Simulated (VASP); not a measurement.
## Cr: single point with PBE

Cr:

```
CELL_PARAMETERS angstrom
-1.44195 1.44195 1.44195
1.44195 -1.44195 1.44195
1.44195 1.44195 -1.44195
ATOMIC_POSITIONS crystal
Cr 0.00000 0.00000 0.00000
```

```yaml
Program: VASP 6.6.1
Task: single point
Functional: PBE
Potentials_or_basis: VASP PAW PBE potentials, release 64 (Cr_pv)
Cutoff: 520 eV
k_mesh: 16 × 16 × 16
Occupations: fermi-dirac, width 0.03 eV
Spin: collinear spin, ferromagnetic start
Starting_moments: "[3.0] μB"
```

```json
{"Pressure": "-9.4 GPa", "Band gap on the k mesh": "zero (filled and empty bands overlap)", "Net moment": "0.00 μB per cell", "Valence electrons inside the program's atomic spheres": "Cr 10.98"}
```

Levels at points of the mesh, in eV from the Fermi level:
Spin up:
| k point | band 2 | band 3 | band 4 | band 5 | band 6 | band 7 | band 8 | band 9 | band 10 | band 11 |
| --- | --- | --- | --- | --- | --- | --- | --- | --- | --- | --- |
| (0.00, 0.00, 0.00) | -42.74 | -42.74 | -7.68 | -0.83 | -0.83 | -0.83 | 1.13 | 1.13 | 7.12 | 22.05 |
| (0.50, 0.00, 0.00) | -43.00 | -42.75 | -4.21 | -2.29 | 1.07 | 1.12 | 1.44 | 2.72 | 7.11 | 9.52 |
| (0.50, 0.50, 0.50) | -43.30 | -43.30 | -4.05 | -4.05 | 2.35 | 2.35 | 2.35 | 7.11 | 10.31 | 10.31 |
Spin down:
| k point | band 4 | band 5 | band 6 | band 7 | band 8 | band 9 |
| --- | --- | --- | --- | --- | --- | --- |
| (0.00, 0.00, 0.00) | -7.68 | -0.83 | -0.83 | -0.83 | 1.13 | 1.13 |
| (0.50, 0.00, 0.00) | -4.21 | -2.29 | 1.07 | 1.12 | 1.44 | 2.72 |
| (0.50, 0.50, 0.50) | -4.05 | -4.05 | 2.35 | 2.35 | 2.35 | 7.11 |

Run time: 27 s on 1 thread of Intel(R) Xeon(R) Platinum 8559C (Emerald Rapids), with other jobs on the host, peak memory 0.16 GiB.

Caveat: the starting moments collapsed, and a magnetic state may lie lower.
